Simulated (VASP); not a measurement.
# Sr in VASP: further runs

The runs below take Sr through single point, relaxation of cell and atoms, with PBEsol.

Program: VASP 6.6.1. These are calculated values, not measurements. Logs are shortened: lines on timing, memory, paths and dates and some standing lists are left out, and cuts for length are marked.

## 1. The cell of the first run

It takes space group Im-3m (No. 229, cubic). Conventional cell: a = 4.672 Å, b = 4.672 Å, c = 4.672 Å, α = 90.00°, β = 90.00°, γ = 90.00°. Within 5.3 Å of Sr (site symmetry m-3m) lie 14 Sr at 4.05 to 4.67 Å.

This isn't the form of Sr at room conditions, which is fcc.

## 2. Single point, PBEsol

INCAR reads:

```
SYSTEM = Sr
PREC = Accurate
ENCUT = 520
EDIFF = 1E-7
ISMEAR = 0
SIGMA = 0.1
LREAL = .FALSE.
LASPH = .TRUE.
NELM = 60
ALGO = Normal
ISIF = 2
LWAVE = .FALSE.
LCHARG = .TRUE.
GGA = PS
LELF = .TRUE.
LVHAR = .TRUE.
NBANDS = 11
```

KPOINTS reads:

```
Automatic mesh
0
G
  16 16 16
  0 0 0
```

POSCAR reads:

```
Sr
1.0
   -2.3360192883      2.3360192883      2.3360192883
    2.3360192883     -2.3360192883      2.3360192883
    2.3360192883      2.3360192883     -2.3360192883
Sr
1
Direct
    0.0000000000      0.0000000000      0.0000000000
```

Potentials or basis: VASP PAW PBE potentials, release 64 (Sr_sv).

On the command line:

```console
$ cat potpaw_PBE.64/Sr_sv/POTCAR > POTCAR
$ mpirun -np 1 vasp_std > vasp.out
```

OUTCAR:

```text
SYSTEM = Sr
   PREC = Accurate
   ENCUT = 520
   EDIFF = 1E-7
   ISMEAR = 0
   LREAL = .FALSE.
   LASPH = .TRUE.
   NELM = 60
   ISIF = 2
   GGA = PS

 ion  position               nearest neighbor table
   1  0.000  0.000  0.000-

  LATTYP: Found a body centered cubic cell.
 ALAT       =     4.6720385766

  Lattice vectors:

 A1 = (  -2.3360192883,   2.3360192883,   2.3360192883)
 A2 = (   2.3360192883,  -2.3360192883,   2.3360192883)
 A3 = (   2.3360192883,   2.3360192883,  -2.3360192883)

Analysis of symmetry for initial positions (statically):
=====================================================================
 Subroutine PRICEL returns:
 Original cell was already a primitive cell.

 Routine SETGRP: Setting up the symmetry group for a
 body centered cubic supercell.

 Subroutine GETGRP returns: Found 48 space group operations
 (whereof 48 operations were pure point group operations)
 out of a pool of 48 trial point group operations.

The static configuration has the point symmetry O_h .

Analysis of symmetry for dynamics (positions and initial velocities):
=====================================================================
 Subroutine PRICEL returns:
 Original cell was already a primitive cell.

 Routine SETGRP: Setting up the symmetry group for a
 body centered cubic supercell.

 Subroutine GETGRP returns: Found 48 space group operations
 (whereof 48 operations were pure point group operations)
 out of a pool of 48 trial point group operations.

The dynamic configuration has the point symmetry O_h .

 Subroutine INISYM returns: Found 48 space group operations
 (whereof 48 operations are pure point group operations),
 and found     1 'primitive' translations

----------------------------------------------------------------------------------------

                                     Primitive cell

  volume of cell :      50.9905

  direct lattice vectors                    reciprocal lattice vectors
    -2.336019288  2.336019288  2.336019288     0.000000000  0.214039329  0.214039329
     2.336019288 -2.336019288  2.336019288     0.214039329  0.000000000  0.214039329
     2.336019288  2.336019288 -2.336019288     0.214039329  0.214039329  0.000000000

  length of vectors
     4.046104095  4.046104095  4.046104095     0.302697321  0.302697321  0.302697321

  position of ions in fractional coordinates (direct lattice)
     0.000000000  0.000000000  0.000000000

  ion indices of the primitive-cell ions
   primitive index   ion index
                 1           1

----------------------------------------------------------------------------------------

 KPOINTS: Automatic mesh

Automatic generation of k-mesh.
 Grid dimensions read from file:
 generate k-points for:   16   16   16

 Generating k-lattice:

  Cartesian coordinates                     Fractional coordinates (reciprocal lattice)
     0.000000000  0.013377458  0.013377458     0.062500000  0.000000000  0.000000000
     0.013377458  0.000000000  0.013377458     0.000000000  0.062500000  0.000000000
     0.013377458  0.013377458  0.000000000     0.000000000  0.000000000  0.062500000

  Length of vectors
     0.018918583  0.018918583  0.018918583

  Shift w.r.t. Gamma in fractional coordinates (k-lattice)
     0.000000000  0.000000000  0.000000000

 Subroutine IBZKPT returns following result:
 ===========================================

 Found    145 irreducible k-points:

 Following reciprocal coordinates:
            Coordinates               Weight
  0.000000  0.000000  0.000000      1.000000
  0.062500  0.000000  0.000000     12.000000
  0.125000  0.000000  0.000000     12.000000
  0.187500  0.000000  0.000000     12.000000
  0.250000  0.000000  0.000000     12.000000
  0.312500  0.000000  0.000000     12.000000
[... 16 lines left out ...]
  0.187500  0.187500  0.000000     24.000000
  0.250000  0.187500 -0.000000     48.000000
 [... further k-points ...]
   k-points           NKPTS =    145   k-points in BZ     NKDIM =    145   number of bands    NBANDS=     11
   number of dos      NEDOS =    301   number of ions     NIONS =      1
   total plane-waves  NPLWV =  27000
   dimension x,y,z NGX =    30 NGY =   30 NGZ =   30
   dimension x,y,z NGXF=    60 NGYF=   60 NGZF=   60
   ions per type =               1
   NGX,Y,Z   is equivalent  to a cutoff of  12.33, 12.33, 12.33 a.u.
   NGXF,Y,Z  is equivalent  to a cutoff of  24.65, 24.65, 24.65 a.u.
 SYSTEM =  Sr
   PREC   = accura    normal or accurate (medium, high low for compatibility)
   ISTART =      0    job   : 0-new  1-cont  2-samecut
   ICHARG =      2    charge: 1-file 2-atom 10-const
   ISPIN  =      1    spin polarized calculation?
   LNONCOLLINEAR =      F non collinear calculations
   LSORBIT =      F    spin-orbit coupling
   LASPH  =      T    aspherical Exc in radial PAW
   ENCUT  =  520.0 eV  38.22 Ry    6.18 a.u.   7.52  7.52  7.52*2*pi/ulx,y,z
   NELM   =     60;   NELMIN=  2; NELMDL= -5     # of ELM steps
   EDIFF  = 0.1E-06   stopping-criterion for ELM
   LREAL  =      F    real-space projection
   EDIFFG = 0.1E-05   stopping-criterion for IOM
   NSW    =      0    number of steps for IOM
   IBRION =     -1    ionic relax: 0-MD 1-quasi-New 2-CG
   NFREE  =      0    steps in history (QN), initial steepest desc. (CG)
   ISIF   =      2    stress and relaxation
   ISYM   =      2    0-nonsym 1-usesym 2-fastsym
   POTIM  = 0.5000    time-step for ionic-motion
   TEBEG  =    0.0;   TEEND  =   0.0 temperature during run
   PSTRESS=    0.0 pullay stress
   NELECT =      10.0000    total number of electrons
   NUPDOWN=      -1.0000    fix difference up-down
   EMIN   =  10.00;   EMAX   =-10.00  energy-range for DOS
   EFERMI =   0.00;   METHOD = LEGACY
   ISMEAR =     0;   SIGMA  =   0.10  broadening in eV -4-tet -1-fermi 0-gaus
   EFERMI_NEDOS =   21; number of points for ismear=-14 and -15
   IALGO  =     38    algorithm
   IMIX   =      4    mixing-type and parameters
     AMIX     =   0.40;   BMIX     =  1.00
     AMIX_MAG =   1.60;   BMIX_MAG =  1.00
  volume/ion in A,a.u.               =      50.99       344.10
  Fermi-wavevector in a.u.,A,eV,Ry     =   0.951141  1.797397 12.308782  0.904670
  Thomas-Fermi vector in A             =   2.079584
   LORBIT       =      0    0 simple, 1 ext, 2 COOP (PROOUT), +10 PAW based schemes
   GGA     = PS    functional components
   LHFCALC =     F    Hartree Fock is set to
   AEXX    =    0.0000 exact exchange contribution
   IVDW    =     0    specifies the selected vdW correction
   LEPSILON=     F    determine dielectric tensor
   LRPA    =     F    only Hartree local field effects (RPA)
 non-spin polarized calculation
 Gauss-broadening in eV      SIGMA  =   0.10
  energy-cutoff  :      520.00
  volume of cell :       50.99
 maximum number of plane-waves:      1413
   NGX = 15   NGY = 15   NGZ = 15

 number of electron      10.0000000 magnetization

 Free energy of the ion-electron system (eV)
  ---------------------------------------------------
  ext. energy  EPLUGINS =         0.00000000
  ---------------------------------------------------
  free energy    TOTEN  =        -1.84045053 eV

  energy without entropy =       -1.83579918  energy(sigma->0) =       -1.83812486

 E-fermi :   1.7422     XC(G=0):  -7.6679

 val. band max:        1.7404409812   @ k =  -0.4375   0.5000   0.3125
 cond. band min:       1.7611975467   @ k =  -0.4375  -0.4375   0.2500
 fundamental gap:      0.0207565655
 Fermi energy:         1.7421794204

 k-point     1 :       0.0000    0.0000    0.0000
  band No.  band energies     occupation
      1     -34.6292      2.00000
      2     -16.5124      2.00000
      3     -16.5124      2.00000
      4     -16.5124      2.00000
      5      -2.0114      2.00000
      6       4.2055      0.00000
      7       4.2055      0.00000
      8       4.2055      0.00000
      9       5.6398      0.00000
     10       5.6398      0.00000
     11      10.1298      0.00000

 k-point     2 :       0.0625    0.0000    0.0000
  band No.  band energies     occupation
      1     -34.6283      2.00000
      2     -16.5228      2.00000
      3     -16.5157      2.00000
      4     -16.5124      2.00000
      5      -1.9392      2.00000
      6       4.1392      0.00000
      7       4.1641      0.00000
      8       4.2762      0.00000
      9       5.5320      0.00000
     10       5.6347      0.00000
     11      10.2113      0.00000

 k-point     3 :       0.1250    0.0000    0.0000
  band No.  band energies     occupation
      1     -34.6259      2.00000
      2     -16.5522      2.00000
      3     -16.5252      2.00000
      4     -16.5125      2.00000
      5      -1.7271      2.00000
      6       3.9633      0.00000
      7       3.9949      0.00000
      8       4.4867      0.00000
      9       5.3542      0.00000
     10       5.6287      0.00000
     11      10.3921      0.00000

 k-point     4 :       0.1875    0.0000    0.0000
  band No.  band energies     occupation
      1     -34.6224      2.00000
      2     -16.5957      2.00000
      3     -16.5392      2.00000
      4     -16.5126      2.00000
      5      -1.3883      2.00000
      6       3.6573      0.00000
      7       3.7288      0.00000
      8       4.8317      0.00000
      9       5.3034      0.00000
     10       5.6431      0.00000
     11      10.4130      0.00000

 k-point     5 :       0.2500    0.0000    0.0000
  band No.  band energies     occupation
      1     -34.6182      2.00000
      2     -16.6462      2.00000
      3     -16.5557      2.00000
      4     -16.5127      2.00000
      5      -0.9464      2.00000
      6       3.2342      0.00000
      7       3.4851      0.00000
      8       5.3020      0.00000
      9       5.3770      0.00000
     10       5.6987      0.00000
     11       9.9986      0.00000
[... 211 lines left out ...]
 k-point    21 :       0.3750    0.1250    0.0000
  band No.  band energies     occupation
      1     -34.6071      2.00000
      2     -16.7539      2.00000
      3     -16.6065      2.00000
      4     -16.5267      2.00000
      5       0.7131      2.00000
      6       2.1790      0.00000
      7       2.9077      0.00000
      8       5.3641      0.00000
      9       6.1291      0.00000
     10       7.2172      0.00000
     11       7.9592      0.00000

 k-point    22 :       0.4375    0.1250   -0.0000
  band No.  band energies     occupation
      1     -34.6063      2.00000
      2     -16.7615      2.00000
      3     -16.6107      2.00000
      4     -16.5268      2.00000
      5       0.9108      2.00000
      6       2.0622      0.00001
      7       2.8719      0.00000
      8       5.3314      0.00000
      9       6.1819      0.00000
     10       7.6424      0.00000
     11       7.6450      0.00000

 k-point    23 :       0.1875    0.1875    0.0000
  band No.  band energies     occupation
      1     -34.6130      2.00000
      2     -16.6909      2.00000
      3     -16.5749      2.00000
      4     -16.5309      2.00000
      5      -0.2958      2.00000
      6       2.8248      0.00000
      7       3.1599      0.00000
      8       5.1995      0.00000
      9       5.9468      0.00000
     10       6.0841      0.00000
     11       9.0098      0.00000

 k-point    24 :       0.2500    0.1875   -0.0000
  band No.  band energies     occupation
      1     -34.6097      2.00000
      2     -16.7175      2.00000
      3     -16.5968      2.00000
      4     -16.5343      2.00000
      5       0.2197      2.00000
      6       2.5280      0.00000
      7       2.9739      0.00000
      8       5.3095      0.00000
      9       6.0343      0.00000
     10       6.5220      0.00000
     11       8.3907      0.00000

 [... further k-points ...]
[... 5 lines left out ...]
  --------------------------------------------------------------------------------------
  -------------------------------------------------------------------------------------
  Total        0.0043817      0.0043817      0.0043817     -0.0000000     -0.0000000      0.0000000
  in kB        0.1376773      0.1376773      0.1376773     -0.0000000     -0.0000000      0.0000000
  external PRESSURE =       0.1376773 kB  Pullay stress =       0.0000000 kB

 VOLUME and BASIS-vectors are now :
 -----------------------------------------------------------------------------
  energy-cutoff  :      520.00
  volume of cell :       50.99
      direct lattice vectors                 reciprocal lattice vectors
    -2.336019288  2.336019288  2.336019288     0.000000000  0.214039329  0.214039329
     2.336019288 -2.336019288  2.336019288     0.214039329  0.000000000  0.214039329
     2.336019288  2.336019288 -2.336019288     0.214039329  0.214039329  0.000000000

 POSITION                                       TOTAL-FORCE (eV/Angst)
 -----------------------------------------------------------------------------------
      0.00000      0.00000      0.00000         0.000000     -0.000000      0.000000
 -----------------------------------------------------------------------------------
    total drift:                               -0.000000     -0.000000      0.000000

  FREE ENERGIE OF THE ION-ELECTRON SYSTEM (eV)
  ---------------------------------------------------
  free  energy   TOTEN  =        -1.8404505317 eV

  energy  without entropy=       -1.8357991784  energy(sigma->0) =       -1.83812486
```

Wall time 2.2 min (1 thread of Intel Xeon 8259CL, shared host); peak memory 0.2 GiB.

Results:

| Quantity | Value |
| --- | --- |
| Free energy | -1.8405 eV |
| Pressure | 0.0 GPa |
| Band gap on the k mesh | zero (bands 5 and 6 overlap by 0.60 eV) |

Caveat: the PAW data sets were made with another functional, which shifts forces and pressure a little.

## 3. Single point, PBEsol

This run uses another cell than the first one: it holds 3 atoms, not 1.

INCAR reads:

```
SYSTEM = Sr
  PREC = Accurate
  ENCUT = 520
  EDIFF = 1E-7
  ISMEAR = 0
  SIGMA = 0.1
  LREAL = .False.
  LASPH = .True.
  NELM = 60
  ALGO = Fast
  ISIF = 2
  LWAVE = .False.
  LCHARG = .False.
  GGA = PS
  NBANDS = 22
```

KPOINTS reads:

```
Automatic mesh
0
Gamma
  6 6 4
  0 0 0
```

POSCAR reads:

```
Sr
1.0
    6.5691429712      0.0000000000      0.0000000000
   -3.2845714856      5.6890446942      0.0000000000
    0.0000000000      0.0000000000      4.0558694629
Sr
3
Direct
    0.3333692552      0.0000000000      0.3333333333
    0.0000000000      0.3333692552      0.6666666667
    0.6666307448      0.6666307448      0.0000000000
```

Potentials or basis: VASP PAW PBE potentials, release 64 (Sr_sv).

On the command line:

```console
$ cat potpaw_PBE.64/Sr_sv/POTCAR > POTCAR
$ mpirun -np 1 vasp_std > vasp.out
```

Wall time 4.4 min (1 thread of Intel Xeon 8259CL, shared host); peak memory 0.25 GiB.

The run converged. Its results:

| Property | Result |
| --- | --- |
| Free energy | -5.5402 eV |
| Pressure | 0.1 GPa |
| Band gap on the k mesh | zero (bands 15 and 16 overlap by 0.47 eV) |

Levels at points of the mesh, in eV from the Fermi level:
```csv
k point,band 11,band 12,band 13,band 14,band 15,band 16,band 17,band 18,band 19,band 20
"(0.00, 0.00, 0.00)",-18.21,-18.21,-3.74,0.26,0.26,0.32,0.32,0.32,0.32,2.48
"(0.50, 0.00, 0.00)",-18.23,-18.21,-2.33,-2.33,-1.02,0.42,1.25,1.34,1.34,1.60
"(0.00, 0.00, 0.50)",-18.27,-18.27,-1.20,-1.20,-0.21,-0.21,0.82,0.82,0.82,0.82
"(0.50, 0.00, 0.50)",-18.28,-18.21,-1.04,-0.41,-0.41,0.36,0.36,0.39,1.24,1.34
```

Caveat: the k points lie up to 0.39 Å⁻¹ apart; the PAW data sets were made with another functional, which shifts forces and pressure a little.

## 4. Relaxation of cell and atoms, PBEsol

This run uses another cell than the first one, of 50.53 Å³/atom.

INCAR reads:

```
SYSTEM = Sr
PREC = Accurate ; ENCUT = 600
EDIFF = 1E-6 ; ISMEAR = 0
SIGMA = 0.1 ; LREAL = .FALSE.
LASPH = .TRUE. ; NELM = 80
ALGO = Normal ; ISIF = 3
LWAVE = .FALSE. ; LCHARG = .FALSE.
GGA = PS ; IBRION = 2
NSW = 100 ; EDIFFG = -0.01
```

KPOINTS reads:

```
Automatic mesh
0
G
  16 16 16
  0 0 0
```

POSCAR reads:

```
Sr
1.0
   -2.3289317206      2.3289317206      2.3289317206
    2.3289317206     -2.3289317206      2.3289317206
    2.3289317206      2.3289317206     -2.3289317206
Sr
1
Direct
    0.0000000000      0.0000000000      0.0000000000
```

On the command line:

```console
$ cat potpaw_PBE.64/Sr_sv/POTCAR > POTCAR
$ mpirun -np 1 vasp_std > vasp.out
```

Run time: 2.8 min. Hardware: 1 thread of Intel Xeon 8259CL, shared host; peak memory 0.22 GiB.

Results (log left out):

```
Free energy                           : -1.8403 eV
Relaxed volume                        : 51.05 Å³/atom
Relaxed cell                          : a = 4.048 Å, b = 4.048 Å, c = 4.048 Å, α = 109.47°, β = 109.47°, γ = 109.47°
Space group after relaxing (to 0.1 Å) : Im-3m (No. 229)
Energy gained by relaxing             : 0.2 meV/atom
Ionic steps                           : 3
Pressure after relaxing               : 0.0 GPa
Band gap on the k mesh                : zero (bands 5 and 6 overlap by 0.60 eV)
```

Step by step:
```
step  energy change (eV)  largest force (eV/Å)  pressure (GPa)  volume (Å³)
   1              0.0000                0.0000            0.13        50.53
   2             -0.0002                0.0000            0.05        50.84
   3             -0.0002                0.0000            0.00        51.05
```

Final structure:
```
Sr
1.0
    -2.33695    2.33695    2.33695
     2.33695   -2.33695    2.33695
     2.33695    2.33695   -2.33695
Sr
1
Direct
  0.00000 0.00000 0.00000
```

Levels at points of the mesh, in eV from the Fermi level:
```tsv
k point	band 2	band 3	band 4	band 5	band 6	band 7	band 8	band 9
(0.00, 0.00, 0.00)	-18.26	-18.26	-18.26	-3.75	2.46	2.46	2.46	3.89
(0.50, 0.00, 0.00)	-18.52	-18.34	-18.26	-1.05	0.36	1.22	3.72	4.44
(0.50, 0.50, 0.50)	-18.44	-18.44	-18.44	-0.22	-0.22	3.93	3.93	3.93
```

Caveat: the PAW data sets were made with another functional, which shifts forces and pressure a little.

## 5. Summary

```tsv
task	cell	k mesh	cutoff (eV)	gap on the mesh (eV)	pressure (GPa)
single point	a = 4.046 Å, angles 109.5°, 1 atom, atomic positions A	16 × 16 × 16	520	none	0.0
single point	a = 6.569, b = 6.569, c = 4.056 Å, angles 90.0, 90.0, 120.0°, 3 atoms, atomic positions B	6 × 6 × 4	520	none	0.1
relaxation of cell and atoms	relaxed from a = 4.034 Å, angles 109.5°, 1 atom, atomic positions A	16 × 16 × 16	600	none	0.0
```

Alike in all rows: level PBEsol; potentials or basis VASP PAW PBE potentials, release 64 (Sr_sv); no spin polarisation; smearing gaussian 0.1 eV.

Caveats: some runs use coarse meshes; the PAW data sets were made with another functional, which shifts forces and pressure a little.

Absolute energies hang on the potentials; compare differences alone.

The gap in the log of VASP goes by the Fermi energy; the results here count the filled bands.